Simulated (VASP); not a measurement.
Write the native input for VASP 6.6.1 that does the following.

```yaml
Task: single point
Functional: LDA
Potentials_or_basis: VASP PAW LDA potentials, release 64 (Pb_d, O)
Cutoff: 520 eV
k_mesh: 8 × 8 × 6
Occupations: gaussian, width 0.05 eV
Spin: no spin polarisation
Dipole_correction: no
Further_INCAR_settings: ALGO = Normal; EDIFF = 1e-07; NBANDS = 28
```

The structure of PbO lies in POSCAR:

```
PbO
1.0
    4.0568204757      0.0000000000      0.0000000000
    0.0000000000      4.0568204757      0.0000000000
    0.0000000000      0.0000000000      5.5970750290
Pb O
2 2
Direct
    0.5000000000      0.0000000000      0.2126163549
    0.0000000000      0.5000000000      0.7873836451
    0.0000000000      0.0000000000      0.0000000000
    0.5000000000      0.5000000000      0.0000000000
```

These files were run (other wordings do the same):

INCAR

```
SYSTEM = PbO
PREC = Accurate
ENCUT = 520
EDIFF = 1E-7
ISMEAR = 0
SIGMA = 0.05
LREAL = .FALSE.
LASPH = .TRUE.
NELM = 80
ALGO = Normal
ISIF = 2
LWAVE = .FALSE.
LCHARG = .FALSE.
NBANDS = 28
```

KPOINTS

```
Automatic mesh
0
G
  8 8 6
  0 0 0
```

Potentials or basis: VASP PAW LDA potentials, release 64 (Pb_d, O).

Launch:

```sh
$ cat potpaw_LDA.64/Pb_d/POTCAR potpaw_LDA.64/O/POTCAR > POTCAR
$ mpirun -np 1 vasp_std > vasp.out
```

Results of the run:

The pressure is -5.2 GPa. The largest force is 0.596 eV/Å and the band gap on the k mesh is 1.65 eV, indirect (least direct gap 1.84 eV).

Caveat: spin-orbit coupling is left out, which moves the levels of the heavy elements.

Wall time 72 s on 1 thread of AMD EPYC 9R45 96-Core Processor (Zen 5) (shared host), peak memory 0.22 GiB.
